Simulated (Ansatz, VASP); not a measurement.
## One calculation of SnSe2, two programs

```
CELL_PARAMETERS angstrom
3.82515 0.00000 0.00000
-1.91257 3.31268 0.00000
0.00000 0.00000 6.22708
ATOMIC_POSITIONS crystal
Sn 0.00000 0.00000 0.00000
Se 0.33333 0.66667 0.25308
Se 0.66667 0.33333 0.74692
```

Alike in both runs: task single point; functional HSE06; k mesh 6 × 6 × 2; no spin polarisation.

```csv
,VASP,Ansatz
version,VASP 6.6.1,Ansatz 0.2.0
potentials or method,"VASP PAW PBE potentials, release 64 (Sn_d, Se)","plane waves, PAW"
plane-wave cutoff (eV),400,420
occupations,"gaussian, width 0.01 eV",fixed
valence electrons in the cell,26,46
```

```csv
,VASP,Ansatz,Ansatz less VASP
gap on the k mesh at the Fermi level (eV),1.42,1.41,-0.010
pressure (GPa),-0.1,0.1,+0.17
"traceless stress, the component that is largest in VASP (GPa)",-0.17,-0.14,+0.024
rms of the force components (eV/Å),0.109,0.102,-0.0068
```

Atom by atom the forces differ by 0.007 eV/Å (rms over components). VASP's potentials hold 26 valence electrons a cell and Ansatz's 46, so a difference there can come from the potentials and not from the codes. Ansatz's warnings: stress exchange threshold loose, stress scf threshold loose.

The k mesh is coarse, so the values compare programs but aren't converged.
